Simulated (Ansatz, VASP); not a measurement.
**Two plane-wave programs on P**

Contents of INCAR:

```
SYSTEM = P
ALGO     = Normal         ! electronic algorithm
EDIFF    = 1E-6           ! SCF threshold, eV
ENCUT    = 520            ! plane-wave cutoff, eV
GGA      = PE             ! functional
ISIF     = 2              ! what is computed and relaxed
ISMEAR   = 0              ! smearing method
IVDW     = 12             ! dispersion correction
LASPH    = .TRUE.         ! aspherical terms in the spheres
LCHARG   = .FALSE.        ! write CHGCAR
LREAL    = .FALSE.        ! projectors in reciprocal space
LWAVE    = .FALSE.        ! write WAVECAR
NBANDS   = 18             ! bands
NELM     = 60             ! most SCF steps
PREC     = Accurate       ! precision mode
SIGMA    = 0.15           ! smearing width, eV
```

Contents of KPOINTS:

```
k-points
0
G
  16 16 12
  0 0 0
```

POSCAR

```
P
1.0
    1.5633075307     -4.7952941468      0.0000000000
    1.5633075307      4.7952941468      0.0000000000
    0.0000000000      0.0000000000      4.7054005239
P
4
Direct
    0.1063803446      0.8936196554      0.9280972034
    0.6063803446      0.3936196554      0.5719027966
    0.8936196554      0.1063803446      0.0719027966
    0.3936196554      0.6063803446      0.4280972034
```

Input for Ansatz:

```yaml
crystal:
  lattice:
    - [1.5633075307, -4.7952941468, 0.0]
    - [1.5633075307, 4.7952941468, 0.0]
    - [0.0, 0.0, 4.7054005239]
  atoms:
    - { symbol: P, position: [0.1063803446, 0.8936196554, 0.9280972034] }
    - { symbol: P, position: [0.6063803446, 0.3936196554, 0.5719027966] }
    - { symbol: P, position: [0.8936196554, 0.1063803446, 0.0719027966] }
    - { symbol: P, position: [0.3936196554, 0.6063803446, 0.4280972034] }
basis:
  ecutwfc: 420
kpoints:
  mp_grid: { grid: [16, 16, 12] }
hamiltonian:
  xc: pbe
  dispersion: d3bj
scf:
  occupations: { method: gaussian, width: 0.15 }
output:
  forces: true
  stress: true
  eigenvalues: true
  write_density: true
  write_potential: true
  elf: true
  volumetric_format: npy
```

Alike in both runs: task single point; functional PBE; dispersion D3(BJ); k mesh 16 × 16 × 12; occupations gaussian, width 0.15 eV; no spin polarisation.

```csv
,VASP,Ansatz
version,VASP 6.6.1,Ansatz 0.2.0
potentials or method,"VASP PAW PBE potentials, release 64 (P), cutoff 520 eV","scalar-relativistic, plane waves, PAW"
valence electrons in the cell,20,20
```

Ansatz gave:

* gap on the k mesh at the Fermi level (eV): none
* pressure (GPa): 1.5
* traceless stress, the component that is largest in VASP (GPa): -14.44
* rms of the force components (eV/Å): 1.027

**Question.** Which values does VASP return?

**Answer.** gap on the k mesh at the Fermi level (eV): none; pressure (GPa): 1.2; traceless stress, the component that is largest in VASP (GPa): -14.51; rms of the force components (eV/Å): 1.025.

Atom by atom the forces differ by 0.038 eV/Å (rms over components). A gap of «none» marks a metal or a gap that the smearing closes.
